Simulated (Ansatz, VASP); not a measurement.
# SnO2 in VASP and in Ansatz

INCAR

```
PREC = Accurate
ENCUT = 520
EDIFF = 1E-6
ISMEAR = -1
SIGMA = 0.05
LREAL = F
LASPH = T
NELM = 60
ALGO = Normal
ISIF = 2
LWAVE = F
LCHARG = T
GGA = PS
LELF = T
LVHAR = T
NBANDS = 64
```

File KPOINTS:

```
regular mesh
0
Gamma
  4 4 4
```

The input POSCAR:

```
SnO2
1.0
    5.1752560000      0.0000000000      0.0000000000
    0.0000000000      5.1752560000      0.0000000000
    0.0000000000      0.0000000000      5.1752560000
Sn O
4 8
Direct
    0.0000000000      0.0000000000      0.0000000000
    0.5000000000      0.0000000000      0.5000000000
    0.5000000000      0.5000000000      0.0000000000
    0.0000000000      0.5000000000      0.5000000000
    0.6610980000      0.8389020000      0.1610980000
    0.8389020000      0.1610980000      0.6610980000
    0.1610980000      0.6610980000      0.8389020000
    0.3389020000      0.3389020000      0.3389020000
    0.6610980000      0.6610980000      0.6610980000
    0.8389020000      0.3389020000      0.1610980000
    0.1610980000      0.8389020000      0.3389020000
    0.3389020000      0.1610980000      0.8389020000
```

input.yaml

```yaml
crystal:
  lattice:
    - [5.175256, 0.0, 0.0]
    - [0.0, 5.175256, 0.0]
    - [0.0, 0.0, 5.175256]
  atoms:
    - { symbol: Sn, position: [0.0, 0.0, 0.0] }
    - { symbol: Sn, position: [0.5, 0.0, 0.5] }
    - { symbol: Sn, position: [0.5, 0.5, 0.0] }
    - { symbol: Sn, position: [0.0, 0.5, 0.5] }
    - { symbol: O, position: [0.661098, 0.838902, 0.161098] }
    - { symbol: O, position: [0.838902, 0.161098, 0.661098] }
    - { symbol: O, position: [0.161098, 0.661098, 0.838902] }
    - { symbol: O, position: [0.338902, 0.338902, 0.338902] }
    - { symbol: O, position: [0.661098, 0.661098, 0.661098] }
    - { symbol: O, position: [0.838902, 0.338902, 0.161098] }
    - { symbol: O, position: [0.161098, 0.838902, 0.338902] }
    - { symbol: O, position: [0.338902, 0.161098, 0.838902] }
hamiltonian:
  xc: pbesol
  pseudopotentials: { kind: paw }
kpoints:
  mp_grid: { grid: [4, 4, 4] }
  band_path:
    path:
      - [[0.0, 0.0, 0.0], [0.0, 0.5, 0.0], [0.5, 0.5, 0.0], [0.0, 0.0, 0.0], [0.5, 0.5, 0.5], [0.0, 0.5, 0.0]]
      - [[0.5, 0.5, 0.0], [0.5, 0.5, 0.5]]
    npoints: 10
scf:
  occupations: { method: fermi_dirac, width: 0.05 }
  n_extra_bands: 30
output:
  forces: true
  stress: true
  eigenvalues: true
  fatbands: true
```

Alike in both runs: functional PBEsol; k mesh 4 × 4 × 4; occupations fermi-dirac, width 0.05 eV; no spin polarisation.

```csv
,VASP,Ansatz
version,VASP 6.6.1,Ansatz 0.2.0
potentials or method,"VASP PAW PBE potentials, release 64 (Sn_d, O)",Ansatz PAW
plane-wave cutoff (eV),520,420
valence electrons in the cell,104,104
task,single point,band structure
```

|  | VASP | Ansatz | Ansatz less VASP |
| --- | --- | --- | --- |
| gap on the k mesh at the Fermi level (eV) | 0.50 | 0.51 | +0.004 |
| least direct gap on the mesh (eV) | 0.56 | 0.57 | +0.004 |
| pressure (GPa) | -6.6 | -7.2 | -0.56 |
| rms of the force components (eV/Å) | 0.010 | 0.010 | +0.0004 |

VASP's potentials were made for PBE, not for PBEsol. Atom by atom the forces differ by 0.000 eV/Å (rms over components).
